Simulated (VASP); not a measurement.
# BAs (Pmmm) in VASP: settings compared

Aim: see how the results for BAs move with the level of theory and the settings. Levels: PBEsol-based screened hybrid with 25 % exact exchange, PBE-based screened hybrid with 25 % exact exchange. Tasks: single point.

Everything below comes from runs of VASP 6.6.1. Logs are shortened: lines on timing, memory, paths and dates and some standing lists are left out, and cuts for length are marked.

**1. The cell of the first run**

The structure is orthorhombic, space group Pmmm (No. 47). Conventional cell: a = 2.628 Å, b = 3.055 Å, c = 3.069 Å, α = 90.00°, β = 90.00°, γ = 90.00°. B (site symmetry mmm) has 4 As at 2.17 Å and 2 B at 2.63 Å within 2.9 Å. As (site symmetry mmm) has 4 B at 2.17 Å and 2 As at 2.63 Å within 2.9 Å.

**2. Single point, PBEsol-based screened hybrid with 25 % exact exchange**

Contents of POSCAR:

```
BAs
1.0
    3.0688662835      0.0000000000      0.0000000000
    0.0000000000      2.6275034090      0.0000000000
    0.0000000000      0.0000000000      3.0546942372
B As
1 1
Direct
    0.0000000000      0.5000000000      0.0000000000
    0.5000000000      0.5000000000      0.5000000000
```

Contents of INCAR.step1:

```
ALGO = Normal
EDIFF = 1E-5
ENCUT = 520
GGA = PE
ISIF = 2
ISMEAR = -1
LASPH = True
LCHARG = False
LREAL = False
LWAVE = True
NBANDS = 11
NELM = 60
PREC = Accurate
SIGMA = 0.05
```

Contents of INCAR.step2:

```
AEXX = 0.25
ALGO = Normal
EDIFF = 1E-6
ENCUT = 520
GGA = PS
HFSCREEN = 0.207
ISIF = 2
ISMEAR = -1
ISTART = 1
LASPH = True
LCHARG = False
LHFCALC = True
LREAL = False
LWAVE = False
NBANDS = 11
NELM = 60
PREC = Accurate
PRECFOCK = Normal
SIGMA = 0.05
```

Contents of KPOINTS:

```
k-points
0
Gamma
  6 4 3
```

Potentials or basis: VASP PAW PBE potentials, release 64 (B, As).

Command:

```console
$ cat potpaw_PBE.64/B/POTCAR potpaw_PBE.64/As/POTCAR > POTCAR
$ cp INCAR.step1 INCAR
$ mpirun -np 1 vasp_std > vasp.out
$ cp INCAR.step2 INCAR
$ mpirun -np 1 vasp_std > vasp.out
```

OUTCAR:

```text
AEXX = 0.25
   EDIFF = 1E-6
   ENCUT = 520
   GGA = PS
   HFSCREEN = 0.207
   ISIF = 2
   ISMEAR = -1
   ISTART = 1
   LASPH = True
   LHFCALC = True
   LREAL = False
   NELM = 60
   PREC = Accurate
   PRECFOCK = Normal

 ion  position               nearest neighbor table
   1  0.000  0.500  0.000-   2 2.17   2 2.17   2 2.17   2 2.17
   2  0.500  0.500  0.500-   1 2.17   1 2.17   1 2.17   1 2.17

  LATTYP: Found a simple orthorhombic cell.
 ALAT       =     2.6275034090
 B/A-ratio  =     1.1625843098
 C/A-ratio  =     1.1679780407

  Lattice vectors:

 A1 = (   0.0000000000,   2.6275034090,   0.0000000000)
 A2 = (   0.0000000000,   0.0000000000,   3.0546942372)
 A3 = (   3.0688662835,   0.0000000000,   0.0000000000)

Analysis of symmetry for initial positions (statically):
=====================================================================
 Subroutine PRICEL returns:
 Original cell was already a primitive cell.

 Routine SETGRP: Setting up the symmetry group for a
 simple orthorhombic supercell.

 Subroutine GETGRP returns: Found  8 space group operations
 (whereof  8 operations were pure point group operations)
 out of a pool of  8 trial point group operations.

The static configuration has the point symmetry D_2h.

Analysis of symmetry for dynamics (positions and initial velocities):
=====================================================================
 Subroutine PRICEL returns:
 Original cell was already a primitive cell.

 Routine SETGRP: Setting up the symmetry group for a
 simple orthorhombic supercell.

 Subroutine GETGRP returns: Found  8 space group operations
 (whereof  8 operations were pure point group operations)
 out of a pool of  8 trial point group operations.

The dynamic configuration has the point symmetry D_2h.

 Subroutine INISYM returns: Found  8 space group operations
 (whereof  8 operations are pure point group operations),
 and found     1 'primitive' translations

----------------------------------------------------------------------------------------

                                     Primitive cell

  volume of cell :      24.6314

  direct lattice vectors                    reciprocal lattice vectors
     3.068866283  0.000000000  0.000000000     0.325853233  0.000000000  0.000000000
     0.000000000  2.627503409  0.000000000     0.000000000  0.380589421  0.000000000
     0.000000000  0.000000000  3.054694237     0.000000000  0.000000000  0.327365007

  length of vectors
     3.068866283  2.627503409  3.054694237     0.325853233  0.380589421  0.327365007

  position of ions in fractional coordinates (direct lattice)
     0.000000000  0.500000000  0.000000000
     0.500000000  0.500000000  0.500000000

  ion indices of the primitive-cell ions
   primitive index   ion index
                 1           1
                 2           2

----------------------------------------------------------------------------------------

 KPOINTS: k-points

Automatic generation of k-mesh.
 Grid dimensions read from file:
 generate k-points for:    6    4    3

 Generating k-lattice:

  Cartesian coordinates                     Fractional coordinates (reciprocal lattice)
     0.054308872  0.000000000  0.000000000     0.166666667  0.000000000  0.000000000
     0.000000000  0.095147355  0.000000000     0.000000000  0.250000000  0.000000000
     0.000000000  0.000000000  0.109121669     0.000000000  0.000000000  0.333333333

  Length of vectors
     0.054308872  0.095147355  0.109121669

  Shift w.r.t. Gamma in fractional coordinates (k-lattice)
     0.000000000  0.000000000  0.000000000

 Subroutine IBZKPT returns following result:
 ===========================================

 Found     24 irreducible k-points:

 Following reciprocal coordinates:
            Coordinates               Weight
  0.000000  0.000000  0.000000      1.000000
  0.166667  0.000000  0.000000      2.000000
  0.333333  0.000000  0.000000      2.000000
  0.500000  0.000000  0.000000      1.000000
  0.000000  0.250000  0.000000      2.000000
  0.166667  0.250000  0.000000      4.000000
[... 16 lines left out ...]
  0.333333  0.500000  0.333333      4.000000
  0.500000  0.500000  0.333333      2.000000
   k-points           NKPTS =     24   k-points in BZ     NKDIM =     72   number of bands    NBANDS=     11
   number of dos      NEDOS =    301   number of ions     NIONS =      2
   total plane-waves  NPLWV =  11520
   dimension x,y,z NGX =    24 NGY =   20 NGZ =   24
   dimension x,y,z NGXF=    48 NGYF=   40 NGZF=   48
   ions per type =               1   1
   NGX,Y,Z   is equivalent  to a cutoff of  13.00, 12.65, 13.06 a.u.
   NGXF,Y,Z  is equivalent  to a cutoff of  26.00, 25.31, 26.12 a.u.
 SYSTEM =  unknown system
   PREC   = accura    normal or accurate (medium, high low for compatibility)
   ISTART =      1    job   : 0-new  1-cont  2-samecut
   ICHARG =      0    charge: 1-file 2-atom 10-const
   ISPIN  =      1    spin polarized calculation?
   LNONCOLLINEAR =      F non collinear calculations
   LSORBIT =      F    spin-orbit coupling
   LASPH  =      T    aspherical Exc in radial PAW
   ENCUT  =  520.0 eV  38.22 Ry    6.18 a.u.   5.71  4.89  5.68*2*pi/ulx,y,z
   NELM   =     60;   NELMIN=  2; NELMDL=  0     # of ELM steps
   EDIFF  = 0.1E-05   stopping-criterion for ELM
   LREAL  =      F    real-space projection
   EDIFFG = 0.1E-04   stopping-criterion for IOM
   NSW    =      0    number of steps for IOM
   IBRION =     -1    ionic relax: 0-MD 1-quasi-New 2-CG
   NFREE  =      0    steps in history (QN), initial steepest desc. (CG)
   ISIF   =      2    stress and relaxation
   ISYM   =      3    0-nonsym 1-usesym 2-fastsym
   POTIM  = 0.5000    time-step for ionic-motion
   TEBEG  =    0.0;   TEEND  =   0.0 temperature during run
   PSTRESS=    0.0 pullay stress
   NELECT =       8.0000    total number of electrons
   NUPDOWN=      -1.0000    fix difference up-down
   EMIN   =  10.00;   EMAX   =-10.00  energy-range for DOS
   EFERMI =   0.00;   METHOD = LEGACY
   ISMEAR =    -1;   SIGMA  =   0.05  broadening in eV -4-tet -1-fermi 0-gaus
   EFERMI_NEDOS =   21; number of points for ismear=-14 and -15
   IALGO  =     38    algorithm
   IMIX   =      1    mixing-type and parameters
     AMIX     =   0.40;   BMIX     =  1.00
     AMIX_MAG =   1.60;   BMIX_MAG =  1.00
  volume/ion in A,a.u.               =      12.32        83.11
  Fermi-wavevector in a.u.,A,eV,Ry     =   1.125318  2.126542 17.229601  1.266340
  Thomas-Fermi vector in A             =   2.261994
   LORBIT       =      0    0 simple, 1 ext, 2 COOP (PROOUT), +10 PAW based schemes
   GGA     = PS    functional components
   LHFCALC =     T    Hartree Fock is set to
   PRECFOCK=normal    Normal, Fast or Accurate (Low or Medium for compatibility)
   ENCUT4O =  -1.0   cutoff for four orbital integrals eV
   NKREDX  =     1    reduce k-point grid by
   NKREDY  =     1    reduce k-point grid by
   NKREDZ  =     1    reduce k-point grid by
   AEXX    =    0.2500 exact exchange contribution
   HFSCREEN=    0.2070 screening length (either q_TF or 0.3 A-1)
   HFSCREENC=   0.2070 screening length for correlation (either q_TF or 0.3 A-1)
   ENCUTFOCK=  -1.0 apply spherical cutoff to Coloumb kernel
   IVDW    =     0    specifies the selected vdW correction
   LEPSILON=     F    determine dielectric tensor
   LRPA    =     F    only Hartree local field effects (RPA)
 non-spin polarized calculation
  energy-cutoff  :      520.00
  volume of cell :       24.63
 maximum number of plane-waves:       685
 NGX is ok and might be reduce to    24
  NGX = 18; NGY = 16; NGZ = 18

 number of electron       8.0000000 magnetization

 Free energy of the ion-electron system (eV)
  ---------------------------------------------------
  ext. energy  EPLUGINS =         0.00000000
  ---------------------------------------------------
  free energy    TOTEN  =       -11.33282442 eV

  energy without entropy =      -11.32619063  energy(sigma->0) =      -11.32950753

 E-fermi :   7.1070     XC(G=0):  -9.3892

 val. band max:        6.6527649641   @ k =   0.0000   0.0000   0.0000
 cond. band min:       7.1642575422   @ k =   0.3333   0.2500   0.3333
 fundamental gap:      0.5114925781
 Fermi energy:         7.1070018645

 k-point     1 :       0.0000    0.0000    0.0000
  band No.  band energies     occupation
      1     -11.0792      2.00000
      2       3.4933      2.00000
      3       3.5426      2.00000
      4       6.6528      1.99977
      5      10.0872      0.00000
      6      12.0954      0.00000
      7      16.4892      0.00000
      8      18.4203      0.00000
      9      18.4576      0.00000
     10      19.3382      0.00000
     11      23.7328      0.00000

 k-point     2 :       0.1667    0.0000    0.0000
  band No.  band energies     occupation
      1     -10.6601      2.00000
      2       0.5078      2.00000
      3       4.0834      2.00000
      4       8.4254      0.00000
      5      10.5211      0.00000
      6      14.1987      0.00000
      7      15.6169      0.00000
      8      16.2356      0.00000
      9      18.1925      0.00000
     10      18.4128      0.00000
     11      26.8688      0.00000

 k-point     3 :       0.3333    0.0000    0.0000
  band No.  band energies     occupation
      1      -9.4773      2.00000
      2      -3.1375      2.00000
      3       5.7072      2.00000
      4       9.8788      0.00000
      5      11.7232      0.00000
      6      11.7816      0.00000
      7      14.2529      0.00000
      8      16.2373      0.00000
      9      18.8543      0.00000
     10      19.5918      0.00000
     11      24.6261      0.00000
[... 267 lines left out ...]
 k-point    23 :       0.3333    0.5000    0.3333
  band No.  band energies     occupation
      1      -4.1533      2.00000
      2       1.1690      2.00000
      3       1.4607      2.00000
      4       2.1124      2.00000
      5       5.5943      2.00000
      6       7.3088      0.03469
      7      11.8107      0.00000
      8      15.1122      0.00000
      9      20.3049      0.00000
     10      22.3031      0.00000
     11      26.5901      0.00000

 k-point    24 :       0.5000    0.5000    0.3333
  band No.  band energies     occupation
      1      -2.8310      2.00000
      2      -0.4205      2.00000
      3       2.1691      2.00000
      4       3.2899      2.00000
      5       4.8885      2.00000
      6       5.0874      2.00000
      7      12.3605      0.00000
      8      12.5828      0.00000
      9      22.1208      0.00000
     10      22.2540      0.00000
     11      29.8584      0.00000

------------------------ aborting loop because EDIFF is reached ----------------------------------------

  FORCE on cell =-STRESS in cart. coord.  units (eV):
  Direction    XX          YY          ZZ          XY          YZ          ZX
  --------------------------------------------------------------------------------------
  -------------------------------------------------------------------------------------
  Total        0.0026648     -0.0606570     -0.0248112      0.0000000      0.0000000      0.0000000
  in kB        0.1733340     -3.9455063     -1.6138722      0.0000000      0.0000000      0.0000000
  external PRESSURE =      -1.7953482 kB  Pullay stress =       0.0000000 kB

 VOLUME and BASIS-vectors are now :
 -----------------------------------------------------------------------------
  energy-cutoff  :      520.00
  volume of cell :       24.63
      direct lattice vectors                 reciprocal lattice vectors
     3.068866283  0.000000000  0.000000000     0.325853233  0.000000000  0.000000000
     0.000000000  2.627503409  0.000000000     0.000000000  0.380589421  0.000000000
     0.000000000  0.000000000  3.054694237     0.000000000  0.000000000  0.327365007

 POSITION                                       TOTAL-FORCE (eV/Angst)
 -----------------------------------------------------------------------------------
      0.00000      1.31375      0.00000         0.000000      0.000000      0.000000
      1.53443      1.31375      1.52735         0.000000      0.000000      0.000000
 -----------------------------------------------------------------------------------
    total drift:                               -0.000001     -0.000000      0.000000

  FREE ENERGIE OF THE ION-ELECTRON SYSTEM (eV)
  ---------------------------------------------------
  free  energy   TOTEN  =       -11.3328244200 eV

  energy  without entropy=      -11.3261906326  energy(sigma->0) =      -11.32950753
```

Wall time 2 min (1 thread of Intel Xeon Platinum 8488C (Sapphire Rapids), shared host); peak memory 0.24 GiB.

What came out:

```yaml
Free_energy: -11.3328 eV
Pressure: -0.2 GPa
Band_gap_on_the_k_mesh: zero (bands 4 and 5 overlap by 4.99 eV)
```

Caveat: the k points lie up to 0.69 Å⁻¹ apart, too coarse for converged energies and pressures of a metal; the PAW data sets were made with another functional, which shifts forces and pressure a little.

**3. Single point, PBE-based screened hybrid with 25 % exact exchange**

This run uses another cell than the first one, of 12.57 Å³/atom.

Contents of POSCAR:

```
BAs
1.0
    3.0860205762      0.0000000000      0.0000000000
    0.0000000000      2.6510265809      0.0000000000
    0.0000000000      0.0000000000      3.0722355591
B As
1 1
Direct
    0.0000000000      0.5000000000      0.0000000000
    0.5000000000      0.5000000000      0.5000000000
```

Contents of INCAR.step1:

```
  PREC = Accurate
  ENCUT = 520
  EDIFF = 1E-5
  ISMEAR = -1
  SIGMA = 0.05
  LREAL = False
  LASPH = True
  NELM = 100
  ALGO = Normal
  ISIF = 2
  LWAVE = True
  NBANDS = 11
  GGA = PE
```

Contents of INCAR.step2:

```
  PREC = Accurate
  ENCUT = 520
  EDIFF = 1E-7
  ISMEAR = -1
  SIGMA = 0.05
  LREAL = False
  LASPH = True
  NELM = 100
  ALGO = Normal
  ISIF = 2
  LWAVE = False
  LCHARG = True
  GGA = PE
  LHFCALC = True
  AEXX = 0.25
  HFSCREEN = 0.3
  PRECFOCK = Normal
  LELF = True
  LVHAR = True
  NBANDS = 11
  ISTART = 1
```

Contents of KPOINTS:

```
regular mesh
0
Gamma
  6 4 3
```

Potentials or basis: VASP PAW PBE potentials, release 64 (B, As).

Command:

```console
$ cat potpaw_PBE.64/B/POTCAR potpaw_PBE.64/As/POTCAR > POTCAR
$ cp INCAR.step1 INCAR
$ mpirun -np 1 vasp_std > vasp.out
$ cp INCAR.step2 INCAR
$ mpirun -np 1 vasp_std > vasp.out
```

Wall time 2.2 min (1 thread of Intel Xeon Platinum 8488C (Sapphire Rapids), shared host); peak memory 0.24 GiB.

Results (log left out):

```yaml
Free_energy: -10.4303 eV
Pressure: -0.3 GPa
Band_gap_on_the_k_mesh: zero (bands 4 and 5 overlap by 4.67 eV)
```

Stress tensor (GPa, compression positive):
```
-0.20  0.00  0.00
 0.00 -0.35  0.00
 0.00  0.00 -0.24
```

Levels at points of the mesh, in eV from the Fermi level:
```
           k point  band 2  band 3  band 4  band 5  band 6  band 7
(0.00, 0.00, 0.00)   -3.34   -3.27   -0.50    2.84    5.04    9.21
(0.50, 0.00, 0.00)  -11.79    1.14    1.38    3.61    5.82    6.09
(0.00, 0.50, 0.00)   -8.82   -1.32   -1.24    3.11    4.21    8.16
(0.50, 0.50, 0.00)   -8.71   -5.80   -3.28    2.72    3.91    7.13
```

Caveat: the k points lie up to 0.68 Å⁻¹ apart, too coarse for converged energies and pressures of a metal; the PAW data sets were made with another functional, which shifts forces and pressure a little.

The gap in the log of VASP goes by the Fermi energy; the results here count the filled bands.